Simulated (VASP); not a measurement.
BN, 2 atoms in the cell. Symmetry: Fmm2, No. 42, orthorhombic system. The conventional cell has a = 2.503 Å, b = 6.991 Å, c = 4.332 Å, α = 90.00°, β = 90.00°, γ = 90.00°. B (site symmetry mm2) has 3 N at 1.44 Å within 1.9 Å. N (site symmetry mm2) has 3 B at 1.44 Å within 1.9 Å. 

| Property | Result |
| --- | --- |
| Program | VASP 6.6.1 |
| Task | single point |
| Functional | PBEsol |
| Potentials or basis | VASP PAW PBE potentials, release 64 (B, N) |
| Cutoff | 600 eV |
| k mesh | 8 × 8 × 8 |
| Occupations | gaussian, width 0.01 eV |
| Spin | no spin polarisation |
| Dipole correction | no |
| Further INCAR settings | ALGO = Normal; EDIFF = 1e-06; NBANDS = 11 |

Potentials or basis: VASP PAW PBE potentials, release 64 (B, N).

Launch:

```console
$ cat potpaw_PBE.64/B/POTCAR potpaw_PBE.64/N/POTCAR > POTCAR
$ mpirun -np 1 vasp_std > vasp.out
```

Hardware: 1 thread of Intel Xeon 6975P-C, with other jobs on the host.

How long does it take, and how much memory?

Wall time 21 s on 1 thread of Intel Xeon 6975P-C, on a shared host, peak memory 0.16 GiB. Counts: scf iterations 12, k points 95.
